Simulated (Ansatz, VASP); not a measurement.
**AgBr: VASP beside Ansatz**

```xyz
2
Lattice="0.0000 2.9495 2.9495 2.9495 0.0000 2.9495 2.9495 2.9495 0.0000" Properties=species:S:1:pos:R:3 pbc="T T T"
Ag    0.0000    0.0000    0.0000
Br    2.9495    2.9495    2.9495
```

Alike in both runs: task single point; functional r2SCAN; k mesh 6 × 6 × 6; no spin polarisation.

|  | VASP | Ansatz |
| --- | --- | --- |
| version | VASP 6.6.1 | Ansatz 0.2.0 |
| potentials or method | VASP PAW PBE potentials, release 64 (Ag, Br) | plane waves, PAW |
| plane-wave cutoff (eV) | 550 | 500 |
| occupations | gaussian, width 0.01 eV | fixed |
| valence electrons in the cell | 18 | 26 |

|  | VASP | Ansatz | Ansatz less VASP |
| --- | --- | --- | --- |
| gap on the k mesh at the Fermi level (eV) | 1.26 | 1.30 | +0.046 |
| pressure (GPa) | -2.3 | -2.3 | +0.05 |

VASP's potentials were made for PBE, not for r2SCAN. VASP's potentials hold 18 valence electrons a cell and Ansatz's 26, so a difference there can come from the potentials and not from the codes.
